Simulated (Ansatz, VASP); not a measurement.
SnTe in VASP and in Ansatz

```
CELL_PARAMETERS angstrom
0.00000 3.58398 3.55675
3.58398 0.00000 3.55675
3.58398 3.58398 0.00000
ATOMIC_POSITIONS crystal
Sn 0.00000 0.00000 0.00000
Te 0.25000 0.25000 0.25000
```

Change from the starting cell: uniaxial_z strain -0.8%.

Alike in both runs: task single point; functional HSE06; k mesh 4 × 4 × 4; occupations fermi-dirac, width 0.02 eV; no spin polarisation.

|  | VASP | Ansatz |
| --- | --- | --- |
| version | VASP 6.6.1 | Ansatz 0.2.0 |
| potentials or method | VASP PAW PBE potentials, release 64 (Sn_d, Te) | plane waves, PAW |
| plane-wave cutoff (eV) | 520 | 420 |
| valence electrons in the cell | 20 | 30 |

```tsv
	VASP	Ansatz	Ansatz less VASP
pressure (GPa)	0.0	0.2	+0.14
```

With one functional, cell and mesh, what is left measures potentials, basis and numerics. VASP's potentials hold 20 valence electrons a cell and Ansatz's 30, so a difference there can come from the potentials and not from the codes. Ansatz's warnings: stress exchange threshold loose, stress scf threshold loose.

Neither program's run includes spin-orbit coupling.
